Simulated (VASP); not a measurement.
Si2W (MoSi2 type): single point with PBE

The system is Si2W (MoSi2 type).

```
CELL_PARAMETERS angstrom
-1.61434 1.61434 3.93491
1.61434 -1.61434 3.93491
1.61434 1.61434 -3.93491
ATOMIC_POSITIONS crystal
W 0.00000 0.00000 0.00000
Si 0.33451 0.33451 0.00000
Si 0.66549 0.66549 0.00000
```

- Program: VASP 6.6.1
- Task: single point
- Functional: PBE
- Potentials or basis: VASP PAW PBE potentials, release 64 (W_sv, Si)
- Cutoff: 520 eV
- k mesh: 14 × 14 × 14
- Occupations: fermi-dirac, width 0.1 eV
- Spin: no spin polarisation
- Dipole correction: no
- Further INCAR settings: ALGO = Normal; EDIFF = 1e-06; NBANDS = 18

```json
{
  "Pressure": "0.1 GPa",
  "Band gap on the k mesh": "zero (bands 11 and 12 overlap by 1.25 eV)"
}
```

Forces on the atoms (eV/Å):
```
W    0.000  0.000  0.000
Si   0.000  0.000 -0.002
Si   0.000  0.000  0.002
```

Stress tensor (GPa, compression positive):
```
0.12 0.00 0.00
0.00 0.12 0.00
0.00 0.00 0.00
```

Levels at points of the mesh, in eV from the Fermi level:
| k point | band 9 | band 10 | band 11 | band 12 | band 13 | band 14 |
| --- | --- | --- | --- | --- | --- | --- |
| (0.00, 0.00, 0.00) | -2.81 | -2.81 | 0.60 | 2.65 | 2.97 | 3.04 |
| (0.50, 0.00, 0.00) | -2.75 | -2.72 | -0.42 | 2.65 | 2.75 | 3.90 |
| (0.50, 0.50, 0.00) | -4.97 | -3.20 | -1.76 | 2.72 | 2.91 | 3.06 |
| (0.50, 0.50, 0.50) | -0.85 | -0.85 | -0.49 | -0.49 | 0.78 | 4.43 |

Run time: 75 s on 1 thread of Intel(R) Xeon(R) 6975P-C (Granite Rapids), on a shared host, peak memory 0.33 GiB.

Caveat: spin-orbit coupling is left out, which moves the levels of the heavy elements.
